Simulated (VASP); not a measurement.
# Ta4C in VASP: a series of runs, part 2 of 2

VASP 6.6.1.

**3. Single point, PBEsol**

The input, INCAR:

```
SYSTEM = Ta4C
  PREC = Accurate
  ENCUT = 520
  EDIFF = 1E-6
  ISMEAR = 0
  SIGMA = 0.1
  LREAL = .False.
  LASPH = .True.
  NELM = 100
  ALGO = Normal
  ISIF = 2
  LWAVE = .False.
  LCHARG = .False.
  LDIPOL = .True.
  IDIPOL = 3
  DIPOL = 0.5 0.5 0.518
  GGA = PS
  NBANDS = 32
```

The input, KPOINTS:

```
Automatic mesh
0
Gamma
  11 11 1
  0 0 0
```

The input, POSCAR:

```
Ta4C
1.0
    2.8410132489      0.0000000000      0.0000000000
   -0.9470044163      2.6785329784      0.0000000000
    0.0000000000      0.0000000000     25.9590328124
Ta C
4 1
Direct
    0.5000000000      0.5000000000      0.3274390098
    0.0000000000      0.0000000000      0.4167981790
    0.5000000000      0.5000000000      0.5058470961
    0.0000000000      0.0000000000      0.5912937381
    0.3333333333      0.6666666667      0.7492029885
```

Potentials or basis: VASP PAW PBE potentials, release 64 (Ta_pv, C).

On the command line:

```console
$ cat potpaw_PBE.64/Ta_pv/POTCAR potpaw_PBE.64/C/POTCAR > POTCAR
$ mpirun -np 1 vasp_std > vasp.out
```

OUTCAR:

```text
SYSTEM = Ta4C
   PREC = Accurate
   ENCUT = 520
   EDIFF = 1E-6
   ISMEAR = 0
   LREAL = .False.
   LASPH = .True.
   NELM = 100
   ISIF = 2
   GGA = PS

 ion  position               nearest neighbor table
   1  0.500  0.500  0.327-   2 2.84   2 2.84   2 3.28   2 3.28
   2  0.000  0.000  0.417-   3 2.83   3 2.83   1 2.84   1 2.84   3 3.27   3 3.27   1 3.28   1 3.28

   3  0.500  0.500  0.506-   4 2.76   4 2.76   2 2.83   2 2.83   4 3.21   4 3.21   2 3.27   2 3.27

   4  0.000  0.000  0.591-   3 2.76   3 2.76   3 3.21   3 3.21
   5  0.333  0.667  0.749-

  LATTYP: Found a base centered orthorhombic cell.
 ALAT       =     3.2805195281
 B/A-ratio  =     1.4142135624
 C/A-ratio  =     7.9130858969

  Lattice vectors:

 A1 = (   2.8410132489,   0.0000000000,   0.0000000000)
 A2 = (  -0.9470044163,   2.6785329784,   0.0000000000)
 A3 = (   0.0000000000,   0.0000000000,  25.9590328124)

Analysis of symmetry for initial positions (statically):
=====================================================================
 Subroutine PRICEL returns:
 Original cell was already a primitive cell.

 Routine SETGRP: Setting up the symmetry group for a
 base centered orthorhombic supercell.

 Subroutine GETGRP returns: Found  2 space group operations
 (whereof  2 operations were pure point group operations)
 out of a pool of  8 trial point group operations.

The static configuration has the point symmetry C_1h.

Analysis of symmetry for dynamics (positions and initial velocities):
=====================================================================
 Subroutine PRICEL returns:
 Original cell was already a primitive cell.

 Routine SETGRP: Setting up the symmetry group for a
 base centered orthorhombic supercell.

 Subroutine GETGRP returns: Found  2 space group operations
 (whereof  2 operations were pure point group operations)
[... 133 lines left out ...]
   GGA     = PS    functional components
   LHFCALC =     F    Hartree Fock is set to
   AEXX    =    0.0000 exact exchange contribution
   IVDW    =     0    specifies the selected vdW correction
   LEPSILON=     F    determine dielectric tensor
   LRPA    =     F    only Hartree local field effects (RPA)
 non-spin polarized calculation
 Gauss-broadening in eV      SIGMA  =   0.10
  energy-cutoff  :      520.00
  volume of cell :      197.54
 maximum number of plane-waves:      5364
 NGX is ok and might be reduce to    24
   NGX = 11   NGY = 11   NGZ = 97

 dipolmoment           0.000000      0.000000     -0.683151 electrons x Angstroem

 number of electron      48.0000007 magnetization

 dipolmoment           0.000000      0.000000      0.042964 electrons x Angstroem

 Free energy of the ion-electron system (eV)
  ---------------------------------------------------
  ext. energy  EPLUGINS =         0.00000000
  ---------------------------------------------------
  free energy    TOTEN  =       -50.30547443 eV

  energy without entropy =      -50.26577070  energy(sigma->0) =      -50.28562257

 E-fermi :  -0.8575     XC(G=0):  -6.3293

 val. band max:       -0.8580337047   @ k =  -0.2727   0.0909   0.0000
 cond. band min:      -0.8440285907   @ k =   0.4545   0.1818   0.0000
 fundamental gap:      0.0140051140
 Fermi energy:        -0.8574504223

 k-point     1 :       0.0000    0.0000    0.0000
  band No.  band energies     occupation
      1     -35.2660      2.00000
      2     -35.1037      2.00000
      3     -34.5491      2.00000
      4     -34.5188      2.00000
      5     -34.4679      2.00000
      6     -34.2656      2.00000
[... 829 lines left out ...]
     31       0.8084      0.00000
     32       0.9182      0.00000

 [... further k-points ...]

------------------------ aborting loop because EDIFF is reached ----------------------------------------

 vacuum level on the upper side and lower side of the slab       (xc-potential included)         0.321        -0.671

  FORCE on cell =-STRESS in cart. coord.  units (eV):
  Direction    XX          YY          ZZ          XY          YZ          ZX
  --------------------------------------------------------------------------------------
  -------------------------------------------------------------------------------------
  Total       -6.7937169     -6.4867325     -2.5486418      0.4341415     -0.0125475      0.0177448
  in kB      -55.1009721    -52.6111512    -20.6709587      3.5211384     -0.1017675      0.1439204
  external PRESSURE =     -42.7943607 kB  Pullay stress =       0.0000000 kB

 VOLUME and BASIS-vectors are now :
 -----------------------------------------------------------------------------
  energy-cutoff  :      520.00
  volume of cell :      197.54
      direct lattice vectors                 reciprocal lattice vectors
     2.841013249  0.000000000  0.000000000     0.351987095  0.124446231  0.000000000
    -0.947004416  2.678532978  0.000000000     0.000000000  0.373338693  0.000000000
     0.000000000  0.000000000 25.959032812     0.000000000  0.000000000  0.038522236

 POSITION                                       TOTAL-FORCE (eV/Angst)
 -----------------------------------------------------------------------------------
      0.94700      1.33927      8.50000         0.001379     -0.000975      0.496906
      0.00000      0.00000     10.81968         0.000218     -0.000154     -0.498192
      0.94700      1.33927     13.13130         0.000202     -0.000143     -0.050052
      0.00000      0.00000     15.34941        -0.008801      0.006223      0.413657
      0.31567      1.78569     19.44858         0.007002     -0.004951     -0.362319
 -----------------------------------------------------------------------------------
    total drift:                               -0.000063      0.000045      0.000664

  FREE ENERGIE OF THE ION-ELECTRON SYSTEM (eV)
  ---------------------------------------------------
  free  energy   TOTEN  =       -50.3054744280 eV

  energy  without entropy=      -50.2657707040  energy(sigma->0) =      -50.28562257

 vacuum level on the upper side and lower side of the slab         4.927         3.909
```

OSZICAR:

```text
N       E                     dE             d eps       ncg     rms          rms(c)
DAV:   1     0.360674476305E+03    0.36067E+03   -0.26754E+04  2864   0.133E+03
DAV:   2    -0.378533080413E+02   -0.39853E+03   -0.38611E+03  2752   0.351E+02
DAV:   3    -0.543312523776E+02   -0.16478E+02   -0.15467E+02  2976   0.616E+01
[... 29 lines left out ...]
DAV:  33    -0.503054674940E+02   -0.63849E-05   -0.12733E-06  1992   0.366E-03    0.186E-03
DAV:  34    -0.503054702141E+02   -0.27202E-05   -0.42707E-07  1776   0.202E-03    0.104E-03
DAV:  35    -0.503054728383E+02   -0.26241E-05   -0.35146E-07  1720   0.207E-03    0.102E-03
DAV:  36    -0.503054740633E+02   -0.12251E-05   -0.19249E-07  1656   0.115E-03    0.292E-04
DAV:  37    -0.503054744280E+02   -0.36470E-06   -0.20458E-08  1488   0.513E-04
   1 F= -.50305474E+02 E0= -.50285623E+02  d E =-.397037E-01
```

stdout:

```text
POSCAR found type information on POSCAR TaC
 POSCAR found :  2 types and       5 ions
 scaLAPACK will be used
 -----------------------------------------------------------------------------
|                                                                             |
|                                                                             |
|     You enforced a specific xc type in the INCAR file but a different       |
|     I HOPE YOU KNOW WHAT YOU ARE DOING!                                     |
|                                                                             |
 -----------------------------------------------------------------------------

 LDA part: xc-table for (Slater+PW92), standard interpolation
 POSCAR, INCAR and KPOINTS ok, starting setup
 FFT: planning ... GRIDC
 FFT: planning ... GRID_SOFT
 FFT: planning ... GRID
 WAVECAR not read
 entering main loop
```

It took 20 min on 1 thread of Intel Xeon 8259CL, shared host; peak memory 0.44 GiB.

Results:

| Quantity | Value |
| --- | --- |
| Free energy | -50.3055 eV |
| Largest force | 0.498 eV/Å |
| Band gap on the k mesh | zero (bands 24 and 25 overlap by 1.13 eV) |

Forces on the atoms (eV/Å):
```
Ta   0.001 -0.001  0.497
Ta   0.000  0.000 -0.498
Ta   0.000  0.000 -0.050
Ta  -0.009  0.006  0.414
C    0.007 -0.005 -0.362
```

Caveat: the PAW data sets were made with another functional, which shifts forces and pressure a little; spin-orbit coupling is left out, which moves the levels of the heavy elements.
